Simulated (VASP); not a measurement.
# HfTa4F (P6/mmm) in VASP: further runs

Runs on HfTa4F. Level: PBE. Tasks: single point.

All numbers are computed with VASP 6.6.1; they aren't measurements. Logs are shortened: lines on timing, memory, paths and dates and some standing lists are left out, and cuts for length are marked.

## Step 1: The cell of the first run

Symmetry: P6/mmm, No. 191, hexagonal system. The conventional cell has a = 4.782 Å, b = 4.782 Å, c = 5.595 Å, α = 90.00°, β = 90.00°, γ = 120.00°. Within 3.7 Å of Hf (site symmetry 6/mmm) lie 2 F at 2.80 Å and 12 Ta at 3.08 Å. Ta (site symmetry 3m) has 5 Ta at 2.75 to 2.84 Å and 3 Hf at 3.08 Å and 3 F at 3.11 Å within 3.6 Å. F (site symmetry 6/mmm) has 2 Hf at 2.80 Å and 12 Ta at 3.11 Å within 3.7 Å.

## Step 2: Single point, PBE

The input, INCAR:

```
SYSTEM = HfTa4F
PREC = Accurate
ENCUT = 520
EDIFF = 1E-6
ISMEAR = 0
SIGMA = 0.1
LREAL = .FALSE.
LASPH = .TRUE.
NELM = 80
ALGO = Normal
ISIF = 2
LWAVE = .FALSE.
LCHARG = .FALSE.
GGA = PE
NBANDS = 40
```

The input, KPOINTS:

```
regular mesh
0
G
  6 6 2
  0 0 0
```

The input, POSCAR:

```
HfTa4F
1.0
    4.7822487242      0.0000000000      0.0000000000
   -2.3911243621      4.1415488824      0.0000000000
    0.0000000000      0.0000000000      5.5947775505
Hf Ta F
1 4 1
Direct
    0.0000000000      0.0000000000      0.5000000000
    0.3333333333      0.6666666667      0.7458957685
    0.3333333333      0.6666666667      0.2541042315
    0.6666666667      0.3333333333      0.2541042315
    0.6666666667      0.3333333333      0.7458957685
    0.0000000000      0.0000000000      0.0000000000
```

Potentials or basis: VASP PAW PBE potentials, release 64 (Hf_pv, Ta_pv, F).

Run with:

```sh
$ cat potpaw_PBE.64/Hf_pv/POTCAR potpaw_PBE.64/Ta_pv/POTCAR potpaw_PBE.64/F/POTCAR > POTCAR
$ mpirun -np 1 vasp_std > vasp.out
```

OUTCAR:

```text
SYSTEM = HfTa4F
   PREC = Accurate
   ENCUT = 520
   EDIFF = 1E-6
   ISMEAR = 0
   LREAL = .FALSE.
   LASPH = .TRUE.
   NELM = 80
   ISIF = 2
   GGA = PE

 ion  position               nearest neighbor table
   1  0.000  0.000  0.500-   6 2.80   6 2.80   4 3.08   5 3.08   2 3.08   3 3.08   4 3.08   5 3.08
                             2 3.08   3 3.08   4 3.08   5 3.08   2 3.08   3 3.08
   2  0.333  0.667  0.746-   3 2.75   5 2.76   5 2.76   5 2.76   3 2.84   1 3.08   1 3.08   1 3.08

   3  0.333  0.667  0.254-   2 2.75   4 2.76   4 2.76   4 2.76   2 2.84   1 3.08   1 3.08   1 3.08

   4  0.667  0.333  0.254-   5 2.75   3 2.76   3 2.76   3 2.76   5 2.84   1 3.08   1 3.08   1 3.08

   5  0.667  0.333  0.746-   4 2.75   2 2.76   2 2.76   2 2.76   4 2.84   1 3.08   1 3.08   1 3.08

   6  0.000  0.000  0.000-   1 2.80   1 2.80

  LATTYP: Found a hexagonal cell.
 ALAT       =     4.7822487242
 C/A-ratio  =     1.1699051792

  Lattice vectors:

 A1 = (   4.7822487242,   0.0000000000,   0.0000000000)
 A2 = (  -2.3911243621,   4.1415488824,   0.0000000000)
 A3 = (   0.0000000000,   0.0000000000,   5.5947775505)

Analysis of symmetry for initial positions (statically):
=====================================================================
 Subroutine PRICEL returns:
 Original cell was already a primitive cell.

 Routine SETGRP: Setting up the symmetry group for a
 hexagonal supercell.

 Subroutine GETGRP returns: Found 24 space group operations
 (whereof 24 operations were pure point group operations)
 out of a pool of 24 trial point group operations.

The static configuration has the point symmetry D_6h.

Analysis of symmetry for dynamics (positions and initial velocities):
=====================================================================
 Subroutine PRICEL returns:
 Original cell was already a primitive cell.

 Routine SETGRP: Setting up the symmetry group for a
 hexagonal supercell.

 Subroutine GETGRP returns: Found 24 space group operations
 (whereof 24 operations were pure point group operations)
 out of a pool of 24 trial point group operations.

The dynamic configuration has the point symmetry D_6h.

 Subroutine INISYM returns: Found 24 space group operations
 (whereof 24 operations are pure point group operations),
 and found     1 'primitive' translations

----------------------------------------------------------------------------------------

                                     Primitive cell

  volume of cell :     110.8097

  direct lattice vectors                    reciprocal lattice vectors
     4.782248724  0.000000000  0.000000000     0.209106648  0.120727779  0.000000000
    -2.391124362  4.141548882  0.000000000     0.000000000  0.241455559  0.000000000
     0.000000000  0.000000000  5.594777550     0.000000000  0.000000000  0.178738116

  length of vectors
     4.782248724  4.782248724  5.594777550     0.241455559  0.241455559  0.178738116

  position of ions in fractional coordinates (direct lattice)
     0.000000000  0.000000000  0.500000000
     0.333333333  0.666666667  0.745895768
     0.333333333  0.666666667  0.254104232
     0.666666667  0.333333333  0.254104232
     0.666666667  0.333333333  0.745895768
     0.000000000  0.000000000  0.000000000

  ion indices of the primitive-cell ions
   primitive index   ion index
                 1           1
                 2           2
                 3           3
                 4           4
                 5           5
                 6           6

----------------------------------------------------------------------------------------

 KPOINTS: regular mesh

Automatic generation of k-mesh.
 Grid dimensions read from file:
 generate k-points for:    6    6    2

 Generating k-lattice:

  Cartesian coordinates                     Fractional coordinates (reciprocal lattice)
     0.034851108  0.020121297  0.000000000     0.166666667 -0.000000000  0.000000000
     0.000000000  0.040242593  0.000000000     0.000000000  0.166666667  0.000000000
     0.000000000  0.000000000  0.089369058     0.000000000  0.000000000  0.500000000

  Length of vectors
     0.040242593  0.040242593  0.089369058

  Shift w.r.t. Gamma in fractional coordinates (k-lattice)
     0.000000000  0.000000000  0.000000000

 Subroutine IBZKPT returns following result:
 ===========================================

 Found     14 irreducible k-points:

 Following reciprocal coordinates:
            Coordinates               Weight
  0.000000  0.000000  0.000000      1.000000
  0.166667 -0.000000  0.000000      6.000000
  0.333333 -0.000000  0.000000      6.000000
  0.500000 -0.000000  0.000000      3.000000
  0.166667  0.166667  0.000000      6.000000
  0.333333  0.166667  0.000000     12.000000
  0.333333  0.333333  0.000000      2.000000
  0.000000  0.000000  0.500000      1.000000
  0.166667 -0.000000  0.500000      6.000000
  0.333333 -0.000000  0.500000      6.000000
  0.500000 -0.000000  0.500000      3.000000
  0.166667  0.166667  0.500000      6.000000
  0.333333  0.166667  0.500000     12.000000
  0.333333  0.333333  0.500000      2.000000
   k-points           NKPTS =     14   k-points in BZ     NKDIM =     14   number of bands    NBANDS=     40
   number of dos      NEDOS =    301   number of ions     NIONS =      6
   total plane-waves  NPLWV =  54432
   dimension x,y,z NGX =    36 NGY =   36 NGZ =   42
   dimension x,y,z NGXF=    72 NGYF=   72 NGZF=   84
   ions per type =               1   4   1
   NGX,Y,Z   is equivalent  to a cutoff of  12.51, 12.51, 12.48 a.u.
   NGXF,Y,Z  is equivalent  to a cutoff of  25.03, 25.03, 24.96 a.u.
 SYSTEM =  HfTa4F
   PREC   = accura    normal or accurate (medium, high low for compatibility)
   ISTART =      0    job   : 0-new  1-cont  2-samecut
   ICHARG =      2    charge: 1-file 2-atom 10-const
   ISPIN  =      1    spin polarized calculation?
   LNONCOLLINEAR =      F non collinear calculations
   LSORBIT =      F    spin-orbit coupling
   LASPH  =      T    aspherical Exc in radial PAW
   ENCUT  =  520.0 eV  38.22 Ry    6.18 a.u.   8.89  8.89 10.40*2*pi/ulx,y,z
   NELM   =     80;   NELMIN=  2; NELMDL= -5     # of ELM steps
   EDIFF  = 0.1E-05   stopping-criterion for ELM
   LREAL  =      F    real-space projection
   EDIFFG = 0.1E-04   stopping-criterion for IOM
   NSW    =      0    number of steps for IOM
   IBRION =     -1    ionic relax: 0-MD 1-quasi-New 2-CG
   NFREE  =      0    steps in history (QN), initial steepest desc. (CG)
   ISIF   =      2    stress and relaxation
   ISYM   =      2    0-nonsym 1-usesym 2-fastsym
   POTIM  = 0.5000    time-step for ionic-motion
   TEBEG  =    0.0;   TEEND  =   0.0 temperature during run
   PSTRESS=    0.0 pullay stress
   NELECT =      61.0000    total number of electrons
   NUPDOWN=      -1.0000    fix difference up-down
   EMIN   =  10.00;   EMAX   =-10.00  energy-range for DOS
   EFERMI =   0.00;   METHOD = LEGACY
   ISMEAR =     0;   SIGMA  =   0.10  broadening in eV -4-tet -1-fermi 0-gaus
   EFERMI_NEDOS =   21; number of points for ismear=-14 and -15
   IALGO  =     38    algorithm
   IMIX   =      4    mixing-type and parameters
     AMIX     =   0.40;   BMIX     =  1.00
     AMIX_MAG =   1.60;   BMIX_MAG =  1.00
  volume/ion in A,a.u.               =      18.47       124.63
  Fermi-wavevector in a.u.,A,eV,Ry     =   1.341711  2.535465 24.493036  1.800187
  Thomas-Fermi vector in A             =   2.469922
   LORBIT       =      0    0 simple, 1 ext, 2 COOP (PROOUT), +10 PAW based schemes
   GGA     = PE    functional components
   LHFCALC =     F    Hartree Fock is set to
   AEXX    =    0.0000 exact exchange contribution
   IVDW    =     0    specifies the selected vdW correction
   LEPSILON=     F    determine dielectric tensor
   LRPA    =     F    only Hartree local field effects (RPA)
 non-spin polarized calculation
 Gauss-broadening in eV      SIGMA  =   0.10
  energy-cutoff  :      520.00
  volume of cell :      110.81
 maximum number of plane-waves:      3015
 NGX is ok and might be reduce to    36

 number of electron      61.0000004 magnetization

 Free energy of the ion-electron system (eV)
  ---------------------------------------------------
  ext. energy  EPLUGINS =         0.00000000
  ---------------------------------------------------
  free energy    TOTEN  =       -56.96169598 eV

  energy without entropy =      -56.94800285  energy(sigma->0) =      -56.95484941

 E-fermi :   4.6408     XC(G=0): -11.7523

 val. band max:        4.6029277323   @ k =   0.1667   0.1667   0.5000
 cond. band min:       4.7224056753   @ k =   0.1667   0.1667   0.5000
 fundamental gap:      0.1194779430
 Fermi energy:         4.6407982959

 k-point     1 :       0.0000    0.0000    0.0000
  band No.  band energies     occupation
      1     -29.9458      2.00000
      2     -29.7263      2.00000
      3     -29.7106      2.00000
      4     -29.7106      2.00000
      5     -29.5846      2.00000
      6     -29.5846      2.00000
[... 32 lines left out ...]
     39       7.5630      0.00000
     40       7.5631      0.00000

 k-point     2 :       0.1667   -0.0000    0.0000
  band No.  band energies     occupation
      1     -29.9348      2.00000
      2     -29.7397      2.00000
      3     -29.7309      2.00000
      4     -29.6802      2.00000
      5     -29.6000      2.00000
      6     -29.5522      2.00000
[... 32 lines left out ...]
     39       7.5739      0.00000
     40       7.7341      0.00000

 k-point     3 :       0.3333   -0.0000    0.0000
  band No.  band energies     occupation
      1     -29.9051      2.00000
      2     -29.7739      2.00000
      3     -29.7685      2.00000
      4     -29.6288      2.00000
      5     -29.5992      2.00000
      6     -29.4757      2.00000
[... 32 lines left out ...]
     39       7.7439      0.00000
     40       7.9726      0.00000

 k-point     4 :       0.5000   -0.0000    0.0000
  band No.  band energies     occupation
      1     -29.8808      2.00000
      2     -29.8004      2.00000
      3     -29.7859      2.00000
      4     -29.6424      2.00000
      5     -29.5395      2.00000
      6     -29.4268      2.00000
[... 32 lines left out ...]
     39       7.9414      0.00000
     40       7.9968      0.00000
[... 342 lines left out ...]
     39       7.3061      0.00000
     40       7.3500      0.00000

 k-point    13 :       0.3333    0.1667    0.5000
  band No.  band energies     occupation
      1     -29.7380      2.00000
      2     -29.7135      2.00000
      3     -29.4845      2.00000
      4     -29.4735      2.00000
      5     -29.4375      2.00000
      6     -29.4058      2.00000
[... 32 lines left out ...]
     39       7.0848      0.00000
     40       7.6606      0.00000

 k-point    14 :       0.3333    0.3333    0.5000
  band No.  band energies     occupation
      1     -29.7495      2.00000
      2     -29.7351      2.00000
      3     -29.4537      2.00000
      4     -29.4537      2.00000
      5     -29.3155      2.00000
      6     -29.3155      2.00000
[... 32 lines left out ...]
     39       7.4603      0.00000
     40       7.6431      0.00000

------------------------ aborting loop because EDIFF is reached ----------------------------------------

  FORCE on cell =-STRESS in cart. coord.  units (eV):
  Direction    XX          YY          ZZ          XY          YZ          ZX
  --------------------------------------------------------------------------------------
  -------------------------------------------------------------------------------------
  Total       -0.0815404     -0.0815404     -0.0850784      0.0000000      0.0000000      0.0000000
  in kB       -1.1789774     -1.1789774     -1.2301337      0.0000000      0.0000000      0.0000000
  external PRESSURE =      -1.1960295 kB  Pullay stress =       0.0000000 kB

 VOLUME and BASIS-vectors are now :
 -----------------------------------------------------------------------------
  energy-cutoff  :      520.00
  volume of cell :      110.81
      direct lattice vectors                 reciprocal lattice vectors
     4.782248724  0.000000000  0.000000000     0.209106648  0.120727779  0.000000000
    -2.391124362  4.141548882  0.000000000     0.000000000  0.241455559  0.000000000
     0.000000000  0.000000000  5.594777550     0.000000000  0.000000000  0.178738116

 POSITION                                       TOTAL-FORCE (eV/Angst)
 -----------------------------------------------------------------------------------
      0.00000      0.00000      2.79739        -0.000000      0.000000      0.000000
     -0.00000      2.76103      4.17312         0.000000     -0.000000     -0.006121
     -0.00000      2.76103      1.42166         0.000000      0.000000      0.006121
      2.39112      1.38052      1.42166        -0.000000      0.000000      0.006121
      2.39112      1.38052      4.17312        -0.000000      0.000000     -0.006121
      0.00000      0.00000      0.00000        -0.000000      0.000000      0.000000
 -----------------------------------------------------------------------------------
    total drift:                                0.000000      0.000000      0.000000

  FREE ENERGIE OF THE ION-ELECTRON SYSTEM (eV)
  ---------------------------------------------------
  free  energy   TOTEN  =       -56.9616959779 eV

  energy  without entropy=      -56.9480028501  energy(sigma->0) =      -56.95484941
```

It took 27 s on 1 thread of Intel Xeon 6975P-C (Granite Rapids), shared host; peak memory 0.25 GiB.

Results:

| Item | Value |
| --- | --- |
| Free energy | -56.9617 eV |
| Pressure | -0.1 GPa |
| Largest force | 0.006 eV/Å |

Forces in eV/Å, atoms in the order of the input:
```
Hf   0.000  0.000  0.000
Ta   0.000  0.000 -0.006
Ta   0.000  0.000  0.006
Ta   0.000  0.000  0.006
Ta   0.000  0.000 -0.006
F    0.000  0.000  0.000
```

Levels at points of the mesh, in eV from the Fermi level:
```
           k point  band 28  band 29  band 30  band 31  band 32  band 33  band 34  band 35
(0.00, 0.00, 0.00)    -0.40    -0.40    -0.28    -0.25    -0.25     1.37     1.37     1.51
(0.50, 0.00, 0.00)    -0.96    -0.93    -0.82    -0.32    -0.31     1.60     2.18     2.44
(0.00, 0.00, 0.50)    -0.70    -0.63    -0.54    -0.54     1.10     1.10     1.14     1.41
(0.50, 0.00, 0.50)    -0.82    -0.31    -0.22    -0.18     0.30     0.73     1.25     1.62
```

Caveat: the k points lie up to 0.56 Å⁻¹ apart; spin-orbit coupling is left out, which moves the levels of the heavy elements; an odd number of electrons without spin polarisation forces a metal; a magnetic or distorted state may lie lower.

## Step 3: Single point, PBE

This run uses another cell than the first one, of 19.08 Å³/atom, 1.033 times its volume.

Edit INCAR of step 2 so:

```diff
@@ -8,3 +8,3 @@
 LASPH = .TRUE.
-NELM = 80
+NELM = 60
 ALGO = Normal
```

The input, KPOINTS:

```
Automatic mesh
0
G
  6 6 2
  0 0 0
```

The input, POSCAR:

```
HfTa4F
1.0
    4.0022679400      0.0000000000      0.0000000000
   -2.0011339700      3.4660657100      0.0000000000
    0.0000000000      0.0000000000      8.2515353100
Hf Ta F
1 4 1
Direct
    0.0000000000      0.0000000000      0.5000000000
    0.3333333300      0.6666666700      0.6265324700
    0.3333333300      0.6666666700      0.3734675300
    0.6666666700      0.3333333300      0.3734675300
    0.6666666700      0.3333333300      0.6265324700
    0.0000000000      0.0000000000      0.0000000000
```

Potentials or basis: VASP PAW PBE potentials, release 64 (Hf_pv, Ta_pv, F).

Run with:

```sh
$ cat potpaw_PBE.64/Hf_pv/POTCAR potpaw_PBE.64/Ta_pv/POTCAR potpaw_PBE.64/F/POTCAR > POTCAR
$ mpirun -np 1 vasp_std > vasp.out
```

Run time: 61 s. Hardware: 1 thread of Intel Xeon 6975P-C (Granite Rapids), shared host; peak memory 0.25 GiB.

Results (log left out):

```
Free energy   : -33.6946 eV
Pressure      : 110.7 GPa
Largest force : 18.652 eV/Å
```

Forces in eV/Å, atoms in the order of the input:
```
Hf    0.000   0.000   0.000
Ta    0.000   0.000  18.652
Ta    0.000   0.000 -18.652
Ta    0.000   0.000 -18.652
Ta    0.000   0.000  18.652
F     0.000   0.000   0.000
```

Stress tensor (GPa, compression positive):
```
117.40   0.00   0.00
  0.00 117.40   0.00
  0.00   0.00  97.26
```

Levels at points of the mesh, in eV from the Fermi level:
```tsv
k point	band 28	band 29	band 30	band 31	band 32	band 33	band 34	band 35
(0.00, 0.00, 0.00)	-0.26	-0.09	0.71	0.71	0.87	0.96	0.96	1.36
(0.50, 0.00, 0.00)	-1.33	-1.11	-0.61	-0.40	-0.39	0.54	0.97	2.52
(0.00, 0.00, 0.50)	-0.29	0.56	0.72	0.72	0.88	0.93	0.93	1.31
(0.50, 0.00, 0.50)	-1.02	-0.84	-0.72	-0.66	-0.37	0.01	1.04	2.66
```

Caveat: the k points lie up to 0.38 Å⁻¹ apart; spin-orbit coupling is left out, which moves the levels of the heavy elements; an odd number of electrons without spin polarisation forces a metal; a magnetic or distorted state may lie lower.

## Step 4: Single point, PBE

This run uses another cell than the first one, of the same volume but with other edges.

The input, INCAR:

```
ALGO     = Normal         # electronic algorithm
EDIFF    = 1E-7           # SCF threshold, eV
ENCUT    = 520            # plane-wave cutoff, eV
GGA      = PE             # functional
ISIF     = 2              # what is computed and relaxed
ISMEAR   = 0              # smearing method
LASPH    = T              # aspherical terms in the spheres
LCHARG   = F              # write CHGCAR
LREAL    = F              # projectors in reciprocal space
LWAVE    = F              # write WAVECAR
NBANDS   = 40             # bands
NELM     = 80             # most SCF steps
PREC     = Accurate       # precision mode
SIGMA    = 0.1            # smearing width, eV
```

The input, KPOINTS:

```
k-points
0
Gamma
  6 6 4
```

The input, POSCAR:

```
HfTa4F
1.0
    4.8508130731      0.0000000000      0.0000000000
   -2.4254065365      4.2009273503      0.0000000000
    0.0000000000      0.0000000000      5.4450017046
Hf Ta F
1 4 1
Direct
    0.0000000000      0.0000000000      0.5000000000
    0.3333333333      0.6666666667      0.7443039691
    0.3333333333      0.6666666667      0.2556960309
    0.6666666667      0.3333333333      0.2556960309
    0.6666666667      0.3333333333      0.7443039691
    0.0000000000      0.0000000000      0.0000000000
```

Run with:

```sh
$ cat potpaw_PBE.64/Hf_pv/POTCAR potpaw_PBE.64/Ta_pv/POTCAR potpaw_PBE.64/F/POTCAR > POTCAR
$ mpirun -np 1 vasp_std > vasp.out
```

Run time: 38 s. Hardware: 1 thread of Intel Xeon 6975P-C (Granite Rapids), shared host; peak memory 0.26 GiB.

The run converged. Its results:

```yaml
Free_energy: -57.2606 eV
Pressure: -0.3 GPa
Largest_force: 0.018 eV/Å
```

Forces on the atoms (eV/Å):
```
Hf   0.000  0.000  0.000
Ta   0.000  0.000  0.018
Ta   0.000  0.000 -0.018
Ta   0.000  0.000 -0.018
Ta   0.000  0.000  0.018
F    0.000  0.000  0.000
```

Stress tensor (GPa, compression positive):
```
-0.31  0.00  0.00
 0.00 -0.31  0.00
 0.00  0.00 -0.42
```

Levels at points of the mesh, in eV from the Fermi level:
```
           k point  band 29  band 30  band 31  band 32  band 33  band 34
(0.00, 0.00, 0.00)    -0.51    -0.38    -0.38    -0.09     1.23     1.23
(0.50, 0.00, 0.00)    -0.79    -0.74    -0.48    -0.44     1.83     2.11
(0.00, 0.00, 0.50)    -0.58    -0.54    -0.41     1.09     1.09     1.22
(0.50, 0.00, 0.50)    -0.28    -0.21    -0.05     0.29     0.84     1.32
```

Caveat: spin-orbit coupling is left out, which moves the levels of the heavy elements; an odd number of electrons without spin polarisation forces a metal; a magnetic or distorted state may lie lower.

## Step 5: Overview

| cell | k mesh | gap on the mesh (eV) | pressure (GPa) | largest force (eV/Å) |
| --- | --- | --- | --- | --- |
| a = 4.782, b = 4.782, c = 5.595 Å, angles 90.0, 90.0, 120.0°, 6 atoms | 6 × 6 × 2 | none | -0.1 | 0.01 |
| a = 4.002, b = 4.002, c = 8.252 Å, angles 90.0, 90.0, 120.0°, 6 atoms | 6 × 6 × 2 | none | 110.7 | 18.65 |
| a = 4.851, b = 4.851, c = 5.445 Å, angles 90.0, 90.0, 120.0°, 6 atoms | 6 × 6 × 4 | none | -0.3 | 0.02 |

Alike in all rows: task single point; level PBE; potentials or basis VASP PAW PBE potentials, release 64 (Hf_pv, Ta_pv, F); no spin polarisation; cutoff (eV) 520; smearing gaussian 0.1 eV.

Caveats: some runs use coarse meshes; spin-orbit coupling is left out, which moves the levels of the heavy elements; an odd number of electrons without spin polarisation forces a metal; a magnetic or distorted state may lie lower.

Total energies depend on the potentials used, so only differences within one code and one set of settings carry meaning.
